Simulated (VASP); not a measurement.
# Ta6Si in VASP: relaxation of the atoms with PBE

Aim: the relaxation of the atoms of Ta6Si with PBE.

All numbers are computed with VASP 6.6.1; they aren't measurements. Logs are shortened: lines on timing, memory, paths and dates and some standing lists are left out, and cuts for length are marked.

## (1) The cell of the first run

The cell holds a slab with vacuum, 7 atoms: a = 4.694 Å, b = 4.694 Å, c = 19.988 Å, α = 90.00°, β = 90.00°, γ = 120.00°.

## (2) Relaxation of the atoms, PBE

INCAR reads:

```
ALGO = Normal
DIPOL = 0.5 0.5 0.347
EDIFF = 1E-7
EDIFFG = -0.025
ENCUT = 520
GGA = PE
IBRION = 2
IDIPOL = 3
ISIF = 2
ISMEAR = 0
KPAR = 2
LASPH = True
LCHARG = False
LDIPOL = True
LREAL = False
LWAVE = False
NELM = 80
NSW = 36
PREC = Accurate
SIGMA = 0.1
```

KPOINTS reads:

```
k-points
0
Gamma
  6 6 1
```

POSCAR reads:

```
Ta6Si
1.0
    4.6937283334      0.0000000000      0.0000000000
   -2.3468641667      4.0648879751      0.0000000000
    0.0000000000      0.0000000000     19.9881921067
Ta Si
6 1
Selective dynamics
Direct
    0.6666666667      0.3333333333      0.2001181487  F F F
    0.3333333333      0.6666666667      0.2480516125  F F F
    0.0000000000      0.0000000000      0.2959850764  F F F
    0.6666666667      0.3333333333      0.3401842440  F F F
    0.3333333333      0.6666666667      0.3819724415  F F F
    0.0000000000      0.0000000000      0.4246603225  F F F
    0.1111111111      0.2222222222      0.5377028720  F F T
```

Potentials or basis: VASP PAW PBE potentials, release 64 (Ta_pv, Si).

The run is started by

```
$ cat potpaw_PBE.64/Ta_pv/POTCAR potpaw_PBE.64/Si/POTCAR > POTCAR
$ mpirun -np 2 vasp_std > vasp.out
```

OUTCAR:

```text
EDIFF = 1E-7
   EDIFFG = -0.025
   ENCUT = 520
   GGA = PE
   IBRION = 2
   ISIF = 2
   ISMEAR = 0
   LASPH = True
   LREAL = False
   NELM = 80
   NSW = 36
   PREC = Accurate

 ion  position               nearest neighbor table
   1  0.667  0.333  0.200-   4 2.80   2 2.87   2 2.87   2 2.87   3 3.32   3 3.32   3 3.32
   2  0.333  0.667  0.248-   5 2.68   1 2.87   1 2.87   3 2.87   1 2.87   3 2.87   3 2.87   4 3.28
                             4 3.28   4 3.28
   3  0.000  0.000  0.296-   6 2.57   4 2.85   4 2.85   4 2.85   2 2.87   2 2.87   2 2.87   5 3.21
                             5 3.21   5 3.21   1 3.32   1 3.32   1 3.32
   4  0.667  0.333  0.340-   1 2.80   5 2.84   5 2.84   5 2.84   3 2.85   3 2.85   3 2.85   6 3.19
                             6 3.19   6 3.19   2 3.28   2 3.28   2 3.28
   5  0.333  0.667  0.382-   2 2.68   4 2.84   4 2.84   4 2.84   6 2.84   6 2.84   6 2.84   3 3.21
                             3 3.21   3 3.21
   6  0.000  0.000  0.425-   7 2.43   3 2.57   5 2.84   5 2.84   5 2.84   4 3.19   4 3.19   4 3.19

   7  0.111  0.222  0.538-   6 2.43

  LATTYP: Found a hexagonal cell.
 ALAT       =     4.6937283334
 C/A-ratio  =     4.2584893473

  Lattice vectors:

 A1 = (   4.6937283334,   0.0000000000,   0.0000000000)
 A2 = (  -2.3468641667,   4.0648879751,   0.0000000000)
 A3 = (   0.0000000000,   0.0000000000,  19.9881921067)

Analysis of symmetry for initial positions (statically):
=====================================================================
 Subroutine PRICEL returns:
 Original cell was already a primitive cell.

 Routine SETGRP: Setting up the symmetry group for a
 hexagonal supercell.

 Subroutine GETGRP returns: Found  2 space group operations
 (whereof  2 operations were pure point group operations)
 out of a pool of 24 trial point group operations.

The static configuration has the point symmetry C_1h.

Analysis of symmetry for dynamics (positions and initial velocities):
=====================================================================
 Subroutine PRICEL returns:
 Original cell was already a primitive cell.

 Routine SETGRP: Setting up the symmetry group for a
 hexagonal supercell.

 Subroutine GETGRP returns: Found  2 space group operations
 (whereof  2 operations were pure point group operations)
 out of a pool of 24 trial point group operations.

The dynamic configuration has the point symmetry C_1h.

Analysis of constrained symmetry for selective dynamics:
=====================================================================
 Subroutine PRICEL returns:
 Original cell was already a primitive cell.

 Routine SETGRP: Setting up the symmetry group for a
 hexagonal supercell.

 Subroutine GETGRP returns: Found  2 space group operations
 (whereof  2 operations were pure point group operations)
 out of a pool of 24 trial point group operations.

The constrained configuration has the point symmetry C_1h.

 Subroutine INISYM returns: Found  2 space group operations
 (whereof  2 operations are pure point group operations),
 and found     1 'primitive' translations

----------------------------------------------------------------------------------------

                                     Primitive cell

  volume of cell :     381.3643

  direct lattice vectors                    reciprocal lattice vectors
     4.693728333  0.000000000  0.000000000     0.213050251  0.123004620  0.000000000
    -2.346864167  4.064887975  0.000000000     0.000000000  0.246009240  0.000000000
     0.000000000  0.000000000 19.988192107     0.000000000  0.000000000  0.050029537

  length of vectors
     4.693728333  4.693728333 19.988192107     0.246009240  0.246009240  0.050029537

  position of ions in fractional coordinates (direct lattice)
     0.666666667  0.333333333  0.200118149
     0.333333333  0.666666667  0.248051612
     0.000000000  0.000000000  0.295985076
     0.666666667  0.333333333  0.340184244
     0.333333333  0.666666667  0.381972441
     0.000000000  0.000000000  0.424660323
     0.111111111  0.222222222  0.537702872

  ion indices of the primitive-cell ions
   primitive index   ion index
                 1           1
                 2           2
                 3           3
                 4           4
                 5           5
                 6           6
                 7           7

----------------------------------------------------------------------------------------

 KPOINTS: k-points

Automatic generation of k-mesh.
 Grid dimensions read from file:
 generate k-points for:    6    6    1

 Generating k-lattice:

  Cartesian coordinates                     Fractional coordinates (reciprocal lattice)
     0.035508375  0.020500770  0.000000000     0.166666667  0.000000000  0.000000000
     0.000000000  0.041001540  0.000000000     0.000000000  0.166666667  0.000000000
     0.000000000  0.000000000  0.050029537     0.000000000  0.000000000  1.000000000

  Length of vectors
     0.041001540  0.041001540  0.050029537

  Shift w.r.t. Gamma in fractional coordinates (k-lattice)
     0.000000000  0.000000000  0.000000000

 Subroutine IBZKPT returns following result:
 ===========================================

 Found     13 irreducible k-points:

 Following reciprocal coordinates:
            Coordinates               Weight
  0.000000  0.000000  0.000000      1.000000
  0.166667 -0.000000  0.000000      4.000000
  0.000000  0.166667  0.000000      2.000000
  0.333333 -0.000000  0.000000      4.000000
  0.000000  0.333333  0.000000      2.000000
  0.500000  0.000000  0.000000      2.000000
  0.000000  0.500000  0.000000      1.000000
  0.166667  0.166667  0.000000      4.000000
 -0.333333  0.166667  0.000000      2.000000
  0.333333  0.166667  0.000000      4.000000
 -0.166667  0.500000  0.000000      4.000000
  0.500000  0.333333  0.000000      4.000000
  0.333333  0.333333  0.000000      2.000000
   k-points           NKPTS =     13   k-points in BZ     NKDIM =     13   number of bands    NBANDS=     42
   number of dos      NEDOS =    301   number of ions     NIONS =      7
   total plane-waves  NPLWV = 194400
   dimension x,y,z NGX =    36 NGY =   36 NGZ =  150
   dimension x,y,z NGXF=    72 NGYF=   72 NGZF=  300
   ions per type =               6   1
   NGX,Y,Z   is equivalent  to a cutoff of  12.75, 12.75, 12.48 a.u.
   NGXF,Y,Z  is equivalent  to a cutoff of  25.50, 25.50, 24.95 a.u.
 SYSTEM =  unknown system
   PREC   = accura    normal or accurate (medium, high low for compatibility)
   ISTART =      0    job   : 0-new  1-cont  2-samecut
   ICHARG =      2    charge: 1-file 2-atom 10-const
   ISPIN  =      1    spin polarized calculation?
   LNONCOLLINEAR =      F non collinear calculations
   LSORBIT =      F    spin-orbit coupling
   LASPH  =      T    aspherical Exc in radial PAW
   ENCUT  =  520.0 eV  38.22 Ry    6.18 a.u.   8.73  8.73 37.16*2*pi/ulx,y,z
   NELM   =     80;   NELMIN=  2; NELMDL= -5     # of ELM steps
   EDIFF  = 0.1E-06   stopping-criterion for ELM
   LREAL  =      F    real-space projection
   EDIFFG = -.3E-01   stopping-criterion for IOM
   NSW    =     36    number of steps for IOM
   IBRION =      2    ionic relax: 0-MD 1-quasi-New 2-CG
   NFREE  =      1    steps in history (QN), initial steepest desc. (CG)
   ISIF   =      2    stress and relaxation
   ISYM   =      2    0-nonsym 1-usesym 2-fastsym
   POTIM  = 0.5000    time-step for ionic-motion
   TEBEG  =    0.0;   TEEND  =   0.0 temperature during run
   PSTRESS=    0.0 pullay stress
   NELECT =      70.0000    total number of electrons
   NUPDOWN=      -1.0000    fix difference up-down
   EMIN   =  10.00;   EMAX   =-10.00  energy-range for DOS
   EFERMI =   0.00;   METHOD = LEGACY
   ISMEAR =     0;   SIGMA  =   0.10  broadening in eV -4-tet -1-fermi 0-gaus
   EFERMI_NEDOS =   21; number of points for ismear=-14 and -15
   IALGO  =     38    algorithm
   IMIX   =      4    mixing-type and parameters
     AMIX     =   0.40;   BMIX     =  1.00
     AMIX_MAG =   1.60;   BMIX_MAG =  1.00
  volume/ion in A,a.u.               =      54.48       367.65
  Fermi-wavevector in a.u.,A,eV,Ry     =   0.930381  1.758165 11.777323  0.865609
  Thomas-Fermi vector in A             =   2.056763
   LORBIT       =      0    0 simple, 1 ext, 2 COOP (PROOUT), +10 PAW based schemes
   GGA     = PE    functional components
   LHFCALC =     F    Hartree Fock is set to
   AEXX    =    0.0000 exact exchange contribution
   IVDW    =     0    specifies the selected vdW correction
   LEPSILON=     F    determine dielectric tensor
   LRPA    =     F    only Hartree local field effects (RPA)
 conjugate gradient relaxation of ions
 non-spin polarized calculation
 Gauss-broadening in eV      SIGMA  =   0.10
  energy-cutoff  :      520.00
  volume of cell :      381.36
 maximum number of plane-waves:     10285
   NGX = 17   NGY = 17   NGZ = 75

 dipolmoment           0.000000      0.000000     -0.671649 electrons x Angstroem

--------------------------------------- Ionic step        1  -------------------------------------------

 number of electron      69.9999990 magnetization

 Free energy of the ion-electron system (eV)
  ---------------------------------------------------
  ext. energy  EPLUGINS =         0.00000000
  ---------------------------------------------------
  free energy    TOTEN  =       -67.72518822 eV

  energy without entropy =      -67.69039550  energy(sigma->0) =      -67.70779186

------------------------ aborting loop because EDIFF is reached ----------------------------------------

  FORCE on cell =-STRESS in cart. coord.  units (eV):
  Direction    XX          YY          ZZ          XY          YZ          ZX
  --------------------------------------------------------------------------------------
  -------------------------------------------------------------------------------------
  Total       -3.8978407     -4.1385342     -2.4464157      0.0000000      2.6473283      0.0000000
  in kB      -16.3755021    -17.3866968    -10.2778148      0.0000000     11.1218833      0.0000000
  external PRESSURE =     -14.6800046 kB  Pullay stress =       0.0000000 kB
[... 69 lines left out ...]
--------------------------------------- Ionic step        3  -------------------------------------------

 number of electron      69.9999991 magnetization

 dipolmoment           0.000000      0.000000      0.155705 electrons x Angstroem

 Free energy of the ion-electron system (eV)
  ---------------------------------------------------
  ext. energy  EPLUGINS =         0.00000000
  ---------------------------------------------------
  free energy    TOTEN  =       -67.72786449 eV

  energy without entropy =      -67.69360597  energy(sigma->0) =      -67.71073523

 E-fermi :  -0.7494     XC(G=0):  -5.3835

 val. band max:       -0.7777808583   @ k =   0.1667   0.1667   0.0000
 cond. band min:      -0.7427676762   @ k =   0.3333   0.3333   0.0000
 fundamental gap:      0.0350131821
 Fermi energy:        -0.7494428906

 k-point     1 :       0.0000    0.0000    0.0000
  band No.  band energies     occupation
      1     -35.3356      2.00000
      2     -35.2145      2.00000
      3     -35.1299      2.00000
      4     -35.1275      2.00000
      5     -34.9954      2.00000
      6     -34.9890      2.00000
[... 574 lines left out ...]
     41       0.6749      0.00000
     42       0.7572      0.00000

------------------------ aborting loop because EDIFF is reached ----------------------------------------

 vacuum level on the upper side and lower side of the slab       (xc-potential included)         0.712        -0.822

  FORCE on cell =-STRESS in cart. coord.  units (eV):
  Direction    XX          YY          ZZ          XY          YZ          ZX
  --------------------------------------------------------------------------------------
  -------------------------------------------------------------------------------------
  Total       -3.9936285     -4.3037503     -2.9168918      0.0000000      2.4108333      0.0000000
  in kB      -16.7779231    -18.0807985    -12.2543663      0.0000000     10.1283273      0.0000000
  external PRESSURE =     -15.7043626 kB  Pullay stress =       0.0000000 kB
[... 22 lines left out ...]
  FREE ENERGIE OF THE ION-ELECTRON SYSTEM (eV)
  ---------------------------------------------------
  free  energy   TOTEN  =       -67.7278644920 eV

  energy  without entropy=      -67.6936059666  energy(sigma->0) =      -67.71073523

 reached required accuracy - stopping structural energy minimisation

 vacuum level on the upper side and lower side of the slab         4.180         2.620
```

It took 10 min on 2 MPI ranks of Intel Xeon Platinum 8488C (Sapphire Rapids), shared host; peak memory 0.55 GiB.

What came out:

```
Free energy               : -67.7279 eV
Energy gained by relaxing : 0.4 meV/atom
Ionic steps               : 3
Band gap on the k mesh    : 0.04 eV (least direct gap 0.06 eV)
```

Step by step:
```
step  energy change (eV)  largest force on free atoms (eV/Å)  pressure (GPa)
   1              0.0000                              0.2060           -1.47
   2             -0.0017                              0.1278           -1.50
   3             -0.0027                              0.0200           -1.57
```

Final structure:
```xyz
7
Lattice="4.6937 0.0000 0.0000 -2.3469 4.0649 0.0000 0.0000 0.0000 19.9882" Properties=species:S:1:pos:R:3 pbc="T T T"
Ta    2.3469    1.3550    4.0000
Ta    0.0000    2.7099    4.9581
Ta    0.0000    0.0000    5.9162
Ta    2.3469    1.3550    6.7997
Ta    0.0000    2.7099    7.6349
Ta    0.0000    0.0000    8.4882
Si    0.0000    0.9033   10.7773
```

Levels at points of the mesh, in eV from the valence-band top:
```csv
k point,band 31,band 32,band 33,band 34,band 35,band 36,band 37,band 38,band 39,band 40
"(0.00, 0.00, 0.00)",-0.82,-0.80,-0.41,-0.35,-0.27,0.19,0.33,0.37,1.04,1.28
"(0.50, 0.00, 0.00)",-1.23,-0.80,-0.71,-0.25,-0.10,0.04,0.60,0.88,1.17,1.24
"(0.00, 0.50, 0.00)",-1.03,-0.79,-0.63,-0.52,-0.14,0.13,0.40,0.80,0.95,1.19
```

Caveat: spin-orbit coupling is left out, which moves the levels of the heavy elements.
